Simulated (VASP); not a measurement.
# GaAs (I-4m2) in VASP: notebook, part 2 of 3

VASP 6.6.1.

## Step 3: Single point, r2SCAN

This run uses another cell than the first one, of the same volume but with other edges.

POSCAR reads:

```
GaAs
1.0
    0.0000000000      2.7384524391      3.0122976830
    2.7384524391      0.0000000000      3.0122976830
    2.7384524391      2.7384524391      0.0000000000
Ga As
1 1
Direct
    0.0000000000      0.0000000000      0.0000000000
    0.7500000000      0.7500000000      0.7500000000
```

INCAR.step1 reads:

```
SYSTEM = GaAs
  PREC = Accurate
  ENCUT = 520
  ISMEAR = 0
  SIGMA = 0.05
  LREAL = .False.
  LASPH = .True.
  NELM = 100
  NBANDS = 16
  GGA = PE
  ALGO = Normal
  EDIFF = 1E-4
  LWAVE = .True.
  LCHARG = .False.
```

INCAR.step2 reads:

```
SYSTEM = GaAs
  PREC = Accurate
  ENCUT = 520
  EDIFF = 1E-6
  ISMEAR = 0
  SIGMA = 0.05
  LREAL = .False.
  LASPH = .True.
  NELM = 100
  ALGO = Normal
  ISIF = 2
  LWAVE = .False.
  LCHARG = .True.
  METAGGA = R2SCAN
  LMIXTAU = .True.
  LELF = .True.
  LVHAR = .True.
  NBANDS = 16
  ISTART = 1
```

KPOINTS reads:

```
regular mesh
0
Gamma
  10 10 10
  0 0 0
```

Potentials or basis: VASP PAW PBE potentials, release 64 (Ga_d, As).

Started as:

```console
$ cat potpaw_PBE.64/Ga_d/POTCAR potpaw_PBE.64/As/POTCAR > POTCAR
$ cp INCAR.step1 INCAR
$ mpirun -np 1 vasp_std > vasp.out
$ cp INCAR.step2 INCAR
$ mpirun -np 1 vasp_std > vasp.out
```

OUTCAR:

```text
SYSTEM = GaAs
   PREC = Accurate
   ENCUT = 520
   EDIFF = 1E-6
   ISMEAR = 0
   LREAL = .False.
   LASPH = .True.
   NELM = 100
   ISIF = 2
   METAGGA = R2SCAN
   ISTART = 1

 ion  position               nearest neighbor table
   1  0.000  0.000  0.000-   2 2.45   2 2.45   2 2.45   2 2.45
   2  0.750  0.750  0.750-   1 2.45   1 2.45   1 2.45   1 2.45

  LATTYP: Found a body centered tetragonal cell.
 ALAT       =     3.8727565793
 C/A-ratio  =     1.5556349186

  Lattice vectors:

 A1 = (  -2.7384524391,   0.0000000000,   3.0122976830)
 A2 = (   2.7384524391,   0.0000000000,   3.0122976830)
 A3 = (   0.0000000000,   2.7384524391,  -3.0122976830)

Analysis of symmetry for initial positions (statically):
=====================================================================
 Subroutine PRICEL returns:
 Original cell was already a primitive cell.

 Routine SETGRP: Setting up the symmetry group for a
 body centered tetragonal supercell.

 Subroutine GETGRP returns: Found  8 space group operations
 (whereof  8 operations were pure point group operations)
 out of a pool of 16 trial point group operations.

The static configuration has the point symmetry D_2d.

Analysis of symmetry for dynamics (positions and initial velocities):
=====================================================================
 Subroutine PRICEL returns:
 Original cell was already a primitive cell.

 Routine SETGRP: Setting up the symmetry group for a
 body centered tetragonal supercell.

 Subroutine GETGRP returns: Found  8 space group operations
 (whereof  8 operations were pure point group operations)
 out of a pool of 16 trial point group operations.

The dynamic configuration has the point symmetry D_2d.

 Subroutine INISYM returns: Found  8 space group operations
 (whereof  8 operations are pure point group operations),
 and found     1 'primitive' translations

----------------------------------------------------------------------------------------

                                     Primitive cell

  volume of cell :      45.1792

  direct lattice vectors                    reciprocal lattice vectors
     0.000000000  2.738452439  3.012297683    -0.182584876  0.182584876  0.165986251
     2.738452439  0.000000000  3.012297683     0.182584876 -0.182584876  0.165986251
     2.738452439  2.738452439  0.000000000     0.182584876  0.182584876 -0.165986251

  length of vectors
     4.071002222  4.071002222  3.872756579     0.306962391  0.306962391  0.306962391

  position of ions in fractional coordinates (direct lattice)
     0.000000000  0.000000000  0.000000000
     0.750000000  0.750000000  0.750000000

  ion indices of the primitive-cell ions
   primitive index   ion index
                 1           1
                 2           2

----------------------------------------------------------------------------------------

 KPOINTS: regular mesh

Automatic generation of k-mesh.
 Grid dimensions read from file:
 generate k-points for:   10   10   10

 Generating k-lattice:

  Cartesian coordinates                     Fractional coordinates (reciprocal lattice)
    -0.018258488  0.018258488  0.016598625     0.100000000  0.000000000  0.000000000
     0.018258488 -0.018258488  0.016598625     0.000000000  0.100000000  0.000000000
     0.018258488  0.018258488 -0.016598625     0.000000000  0.000000000  0.100000000

  Length of vectors
     0.030696239  0.030696239  0.030696239

  Shift w.r.t. Gamma in fractional coordinates (k-lattice)
     0.000000000  0.000000000  0.000000000

 Subroutine IBZKPT returns following result:
 ===========================================

 Found    102 irreducible k-points:

 Following reciprocal coordinates:
            Coordinates               Weight
  0.000000  0.000000  0.000000      1.000000
  0.100000  0.000000  0.000000      8.000000
  0.200000  0.000000  0.000000      8.000000
  0.300000  0.000000  0.000000      8.000000
  0.400000  0.000000  0.000000      8.000000
  0.500000  0.000000  0.000000      4.000000
[... 16 lines left out ...]
  0.300000  0.300000  0.000000      2.000000
  0.400000  0.300000  0.000000      8.000000
 [... further k-points ...]
   k-points           NKPTS =    102   k-points in BZ     NKDIM =    102   number of bands    NBANDS=     16
   number of dos      NEDOS =    301   number of ions     NIONS =      2
   total plane-waves  NPLWV =  27000
   dimension x,y,z NGX =    30 NGY =   30 NGZ =   30
   dimension x,y,z NGXF=    60 NGYF=   60 NGZF=   60
   ions per type =               1   1
   NGX,Y,Z   is equivalent  to a cutoff of  12.25, 12.25, 12.88 a.u.
   NGXF,Y,Z  is equivalent  to a cutoff of  24.50, 24.50, 25.76 a.u.
 SYSTEM =  GaAs
   PREC   = accura    normal or accurate (medium, high low for compatibility)
   ISTART =      1    job   : 0-new  1-cont  2-samecut
   ICHARG =      0    charge: 1-file 2-atom 10-const
   ISPIN  =      1    spin polarized calculation?
   LNONCOLLINEAR =      F non collinear calculations
   LSORBIT =      F    spin-orbit coupling
   LASPH  =      T    aspherical Exc in radial PAW
   ENCUT  =  520.0 eV  38.22 Ry    6.18 a.u.   7.57  7.57  7.20*2*pi/ulx,y,z
   NELM   =    100;   NELMIN=  2; NELMDL=  0     # of ELM steps
   EDIFF  = 0.1E-05   stopping-criterion for ELM
   LREAL  =      F    real-space projection
   EDIFFG = 0.1E-04   stopping-criterion for IOM
   NSW    =      0    number of steps for IOM
   IBRION =     -1    ionic relax: 0-MD 1-quasi-New 2-CG
   NFREE  =      0    steps in history (QN), initial steepest desc. (CG)
   ISIF   =      2    stress and relaxation
   ISYM   =      2    0-nonsym 1-usesym 2-fastsym
   POTIM  = 0.5000    time-step for ionic-motion
   TEBEG  =    0.0;   TEEND  =   0.0 temperature during run
   PSTRESS=    0.0 pullay stress
   NELECT =      18.0000    total number of electrons
   NUPDOWN=      -1.0000    fix difference up-down
   EMIN   =  10.00;   EMAX   =-10.00  energy-range for DOS
   EFERMI =   0.00;   METHOD = LEGACY
   ISMEAR =     0;   SIGMA  =   0.05  broadening in eV -4-tet -1-fermi 0-gaus
   EFERMI_NEDOS =   21; number of points for ismear=-14 and -15
   IALGO  =     38    algorithm
   IMIX   =      4    mixing-type and parameters
     AMIX     =   0.40;   BMIX     =  1.00
     AMIX_MAG =   1.60;   BMIX_MAG =  1.00
  volume/ion in A,a.u.               =      22.59       152.44
  Fermi-wavevector in a.u.,A,eV,Ry     =   1.204628  2.276417 19.743799  1.451128
  Thomas-Fermi vector in A             =   2.340347
   LORBIT       =      0    0 simple, 1 ext, 2 COOP (PROOUT), +10 PAW based schemes
   METAGGA = R2SCAN    functional components
   LHFCALC =     F    Hartree Fock is set to
   AEXX    =    0.0000 exact exchange contribution
   IVDW    =     0    specifies the selected vdW correction
   LEPSILON=     F    determine dielectric tensor
   LRPA    =     F    only Hartree local field effects (RPA)
 non-spin polarized calculation
 Gauss-broadening in eV      SIGMA  =   0.05
  energy-cutoff  :      520.00
  volume of cell :       45.18
 maximum number of plane-waves:      1244
   NGX = 15   NGY = 15   NGZ = 15

 number of electron      17.9999998 magnetization

 Free energy of the ion-electron system (eV)
  ---------------------------------------------------
  ext. energy  EPLUGINS =         0.00000000
  ---------------------------------------------------
  free energy    TOTEN  =       -26.99111001 eV

  energy without entropy =      -26.99111001  energy(sigma->0) =      -26.99111001

 E-fermi :   4.0945     XC(G=0): -10.2626

 val. band max:        3.8986383047   @ k =   0.0000   0.0000   0.0000
 cond. band min:       4.5911442154   @ k =   0.0000   0.0000   0.0000
 fundamental gap:      0.6925059107
 Fermi energy:         4.0945006997

 k-point     1 :       0.0000    0.0000    0.0000
  band No.  band energies     occupation
      1     -11.5776      2.00000
      2     -11.5523      2.00000
      3     -11.5523      2.00000
      4     -11.4813      2.00000
      5     -11.4687      2.00000
      6      -9.5092      2.00000
[... 8 lines left out ...]
     15      13.2300      0.00000
     16      14.5969      0.00000
[... 419 lines left out ...]
 k-point    24 :       0.4000    0.3000    0.0000
  band No.  band energies     occupation
      1     -11.6616      2.00000
      2     -11.5189      2.00000
      3     -11.5160      2.00000
      4     -11.4770      2.00000
      5     -11.4750      2.00000
      6      -7.8586      2.00000
[... 8 lines left out ...]
     15      16.8193      0.00000
     16      16.9197      0.00000

 [... further k-points ...]

------------------------ aborting loop because EDIFF is reached ----------------------------------------

  FORCE on cell =-STRESS in cart. coord.  units (eV):
  Direction    XX          YY          ZZ          XY          YZ          ZX
  --------------------------------------------------------------------------------------
  -------------------------------------------------------------------------------------
  Total        0.8612551      0.8612551     -1.2651690      0.0000000     -0.0000000      0.0000000
  in kB       30.5424667     30.5424667    -44.8663614      0.0000000     -0.0000000      0.0000000
  external PRESSURE =       5.4061907 kB  Pullay stress =       0.0000000 kB

 VOLUME and BASIS-vectors are now :
 -----------------------------------------------------------------------------
  energy-cutoff  :      520.00
  volume of cell :       45.18
      direct lattice vectors                 reciprocal lattice vectors
     0.000000000  2.738452439  3.012297683    -0.182584876  0.182584876  0.165986251
     2.738452439  0.000000000  3.012297683     0.182584876 -0.182584876  0.165986251
     2.738452439  2.738452439  0.000000000     0.182584876  0.182584876 -0.165986251

 POSITION                                       TOTAL-FORCE (eV/Angst)
 -----------------------------------------------------------------------------------
      0.00000      0.00000      0.00000        -0.000000     -0.000000     -0.000000
      4.10768      4.10768      4.51845         0.000000      0.000000      0.000000
 -----------------------------------------------------------------------------------
    total drift:                               -0.000022     -0.000022      0.000043

  FREE ENERGIE OF THE ION-ELECTRON SYSTEM (eV)
  ---------------------------------------------------
  free  energy   TOTEN  =       -26.9911100109 eV

  energy  without entropy=      -26.9911100109  energy(sigma->0) =      -26.99111001
```

Run time: 3.7 min. Hardware: 1 thread of AMD EPYC 7R13, shared host; peak memory 0.23 GiB.

Results:

* Free energy: -26.9911 eV
* Pressure: 0.5 GPa
* Band gap on the k mesh: 0.69 eV

Caveat: the stress differs along the axes, from -4 to 3 GPa; semilocal functionals underestimate gaps, and a narrow one can read as zero; the PAW data sets were made with another functional, which shifts forces and pressure a little. A k mesh can miss the band edges.

## Step 4: Single point, r2SCAN

This run uses another cell than the first one, of the same volume but with other edges.

POSCAR reads:

```
GaAs
1.0
    0.0000000000      3.2633599460      2.1211839649
    3.2633599460      0.0000000000      2.1211839649
    3.2633599460      3.2633599460      0.0000000000
Ga As
1 1
Direct
    0.0000000000      0.0000000000      0.0000000000
    0.7500000000      0.7500000000      0.7500000000
```

INCAR.step1 reads:

```
  PREC = Accurate
  ENCUT = 520
  ISMEAR = 0
  SIGMA = 0.05
  LREAL = False
  LASPH = True
  NELM = 80
  NBANDS = 16
  GGA = PE
  ALGO = Normal
  EDIFF = 1E-4
  LWAVE = True
  LCHARG = False
```

INCAR.step2 reads:

```
  PREC = Accurate
  ENCUT = 520
  EDIFF = 1E-7
  ISMEAR = 0
  SIGMA = 0.05
  LREAL = False
  LASPH = True
  NELM = 80
  ALGO = Normal
  ISIF = 2
  LWAVE = False
  LCHARG = True
  METAGGA = R2SCAN
  LMIXTAU = True
  LELF = True
  LVHAR = True
  NBANDS = 16
  ISTART = 1
```

KPOINTS reads:

```
Automatic mesh
0
Gamma
  10 10 10
```

Potentials or basis: VASP PAW PBE potentials, release 64 (Ga_d, As).

Started as:

```console
$ cat potpaw_PBE.64/Ga_d/POTCAR potpaw_PBE.64/As/POTCAR > POTCAR
$ cp INCAR.step1 INCAR
$ mpirun -np 1 vasp_std > vasp.out
$ cp INCAR.step2 INCAR
$ mpirun -np 1 vasp_std > vasp.out
```

OUTCAR:

```text
PREC = Accurate
   ENCUT = 520
   EDIFF = 1E-7
   ISMEAR = 0
   LREAL = False
   LASPH = True
   NELM = 80
   ISIF = 2
   METAGGA = R2SCAN
   ISTART = 1

 ion  position               nearest neighbor table
   1  0.000  0.000  0.000-   2 2.54   2 2.54   2 2.54   2 2.54
   2  0.750  0.750  0.750-   1 2.54   1 2.54   1 2.54   1 2.54

  LATTYP: Found a body centered tetragonal cell.
 ALAT       =     4.6150878945
 C/A-ratio  =     0.9192388155

  Lattice vectors:

 A1 = (   0.0000000000,  -3.2633599460,  -2.1211839649)
 A2 = (   0.0000000000,   3.2633599460,  -2.1211839649)
 A3 = (   3.2633599460,   0.0000000000,   2.1211839649)

Analysis of symmetry for initial positions (statically):
=====================================================================
 Subroutine PRICEL returns:
 Original cell was already a primitive cell.

 Routine SETGRP: Setting up the symmetry group for a
 body centered tetragonal supercell.

 Subroutine GETGRP returns: Found  8 space group operations
 (whereof  8 operations were pure point group operations)
 out of a pool of 16 trial point group operations.

The static configuration has the point symmetry D_2d.

[... 162 lines left out ...]

 val. band max:        3.8422382432   @ k =   0.5000   0.0000   0.0000
 cond. band min:       3.9404714149   @ k =   0.4000   0.3000   0.1000
 fundamental gap:      0.0982331717
 Fermi energy:         3.9244932586

 k-point     1 :       0.0000    0.0000    0.0000
  band No.  band energies     occupation
      1     -11.5999      2.00000
      2     -11.5999      2.00000
      3     -11.5932      2.00000
      4     -11.5358      2.00000
      5     -11.4978      2.00000
      6      -9.1967      2.00000
[... 433 lines left out ...]
      3     -11.5743      2.00000
      4     -11.5721      2.00000
      5     -11.4667      2.00000
      6      -6.7532      2.00000
[... 8 lines left out ...]
     15      15.2657      0.00000
     16      19.9386      0.00000

 [... further k-points ...]

------------------------ aborting loop because EDIFF is reached ----------------------------------------

  FORCE on cell =-STRESS in cart. coord.  units (eV):
  Direction    XX          YY          ZZ          XY          YZ          ZX
  --------------------------------------------------------------------------------------
  -------------------------------------------------------------------------------------
  Total       -1.8931587     -1.8931587      1.1987117      0.0000000      0.0000000      0.0000000
  in kB      -67.1365957    -67.1365957     42.5096024      0.0000000      0.0000000      0.0000000
  external PRESSURE =     -30.5878630 kB  Pullay stress =       0.0000000 kB

 VOLUME and BASIS-vectors are now :
 -----------------------------------------------------------------------------
  energy-cutoff  :      520.00
  volume of cell :       45.18
      direct lattice vectors                 reciprocal lattice vectors
     0.000000000  3.263359946  2.121183965    -0.153216319  0.153216319  0.235717415
     3.263359946  0.000000000  2.121183965     0.153216319 -0.153216319  0.235717415
     3.263359946  3.263359946  0.000000000     0.153216319  0.153216319 -0.235717415

 POSITION                                       TOTAL-FORCE (eV/Angst)
 -----------------------------------------------------------------------------------
      0.00000      0.00000      0.00000         0.000000      0.000000     -0.000000
      4.89504      4.89504      3.18178        -0.000000     -0.000000      0.000000
 -----------------------------------------------------------------------------------
    total drift:                                0.000009      0.000009     -0.000371

  FREE ENERGIE OF THE ION-ELECTRON SYSTEM (eV)
  ---------------------------------------------------
  free  energy   TOTEN  =       -26.4153150093 eV

  energy  without entropy=      -26.4150332881  energy(sigma->0) =      -26.41517415
```

Run time: 5.5 min. Hardware: 1 thread of AMD EPYC 7R13, shared host; peak memory 0.23 GiB.

Results:

```
Free energy            : -26.4153 eV
Pressure               : -3.1 GPa
Band gap on the k mesh : zero (bands 9 and 10 overlap by 1.48 eV)
```

Levels at points of the mesh, in eV from the Fermi level:
| k point | band 5 | band 6 | band 7 | band 8 | band 9 | band 10 | band 11 | band 12 | band 13 | band 14 |
| --- | --- | --- | --- | --- | --- | --- | --- | --- | --- | --- |
| (0.00, 0.00, 0.00) | -15.42 | -13.12 | -0.82 | -0.82 | -0.25 | 0.82 | 4.28 | 5.44 | 5.44 | 6.95 |
| (0.50, 0.00, 0.00) | -15.40 | -11.21 | -6.66 | -2.40 | -0.84 | -0.08 | 3.62 | 5.86 | 8.24 | 10.75 |
| (0.50, 0.50, 0.00) | -15.38 | -9.93 | -5.29 | -4.32 | -4.32 | -0.31 | 1.15 | 10.57 | 10.57 | 12.06 |
| (0.50, 0.00, 0.50) | -15.41 | -11.13 | -7.71 | -1.34 | -1.15 | 2.98 | 3.69 | 6.82 | 7.05 | 8.15 |

Caveat: the stress differs along the axes, from -7 to 4 GPa; the PAW data sets were made with another functional, which shifts forces and pressure a little.

[end of part 2 of 3]

The gap in the log of VASP goes by the Fermi energy; the results here count the filled bands.